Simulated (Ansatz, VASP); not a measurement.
**One calculation of KI, two programs**

The input INCAR:

```
SYSTEM = KI
ALGO = Normal
EDIFF = 1E-8
ENCUT = 520
GGA = PE
ISIF = 2
ISMEAR = -1
LASPH = .True.
LCHARG = .False.
LEFG = .True.
LREAL = .False.
LWAVE = .False.
NBANDS = 15
NELM = 80
PREC = Accurate
SIGMA = 0.01
```

Contents of KPOINTS:

```
k-points
0
Gamma
  8 8 8
  0 0 0
```

POSCAR

```
KI
1.0
    0.0000000000      3.5245500000      3.5245500000
    3.5245500000      0.0000000000      3.5245500000
    3.5245500000      3.5245500000      0.0000000000
K I
1 1
Direct
   -0.0170234498      0.0170234498      0.0170234498
    0.5000000000      0.5000000000      0.5000000000
```

Input for Ansatz:

```yaml
crystal:
  lattice:
    - [0.0, 3.52455, 3.52455]
    - [3.52455, 0.0, 3.52455]
    - [3.52455, 3.52455, 0.0]
  atoms:
    - { symbol: K, position: [-0.0170234498, 0.0170234498, 0.0170234498] }
    - { symbol: I, position: [0.5, 0.5, 0.5] }
kpoints:
  mp_grid: { grid: [8, 8, 8] }
scf:
  occupations: { method: fermi_dirac, width: 0.01 }
hamiltonian:
  xc: pbe
  pseudopotentials: { kind: all_electron, datasets: crystal }
output:
  forces: true
  stress: true
  eigenvalues: true
  efg: { contact_densities: true }
```

Alike in both runs: task electric field gradients; functional PBE; k mesh 8 × 8 × 8; occupations fermi-dirac, width 0.01 eV; no spin polarisation.

|  | VASP | Ansatz |
| --- | --- | --- |
| version | VASP 6.6.1 | Ansatz 0.2.0 |
| potentials or method | VASP PAW PBE potentials, release 64 (K_sv, I), cutoff 520 eV | all-electron PAW with datasets made for the crystal, scalar-relativistic |

|  | VASP | Ansatz | Ansatz less VASP |
| --- | --- | --- | --- |
| gap on the k mesh at the Fermi level (eV) | 3.98 | 3.99 | +0.003 |
| pressure (GPa) | 0.8 | 0.7 | -0.03 |
| traceless stress, the component that is largest in VASP (GPa) | 0.15 | 0.15 | -0.002 |
| rms of the force components (eV/Å) | 0.081 | 0.080 | -0.0009 |
| size of Vzz on the site where it differs most (V/Å²) | 2.6 | 2.6 | -0.05 |

Atom by atom the forces differ by 0.001 eV/Å (rms over components). Ansatz ran all-electron here, and VASP with PAW potentials.

Neither program's run includes spin-orbit coupling.
